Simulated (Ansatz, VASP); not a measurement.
Two plane-wave programs on MoS2

```
S Mo
1.0
     3.18337    0.00000    0.00000
    -1.59168    2.75688    0.00000
     0.00000    0.00000   15.61684
S Mo
2 1
Cartesian
  0.0000 1.8379 14.0644
  0.0000 1.8379 1.5525
  0.0000 0.0000 0.0000
```

Alike in both runs: functional r2SCAN; k mesh 12 × 12 × 2; occupations gaussian, width 0.02 eV; no spin polarisation.

Ansatz relaxed the structure, and its values are those at the end. VASP's run is a single point on that final structure, the one shown.

|  | VASP | Ansatz |
| --- | --- | --- |
| version | VASP 6.6.1 | Ansatz 0.2.0 |
| potentials or method | VASP PAW PBE potentials, release 64 (S, Mo_sv), cutoff 520 eV | scalar-relativistic, plane waves, PAW |
| valence electrons in the cell | 26 | 26 |

VASP gave:

* gap on the k mesh at the Fermi level (eV): 1.69
* least direct gap on the mesh (eV): 1.77

Question: What did Ansatz give for the same quantities?

Answer: gap on the k mesh at the Fermi level (eV): 1.68; least direct gap on the mesh (eV): 1.77.

VASP's potentials were made for PBE, not for r2SCAN. Ansatz's warnings: xc potential rough in thin density.
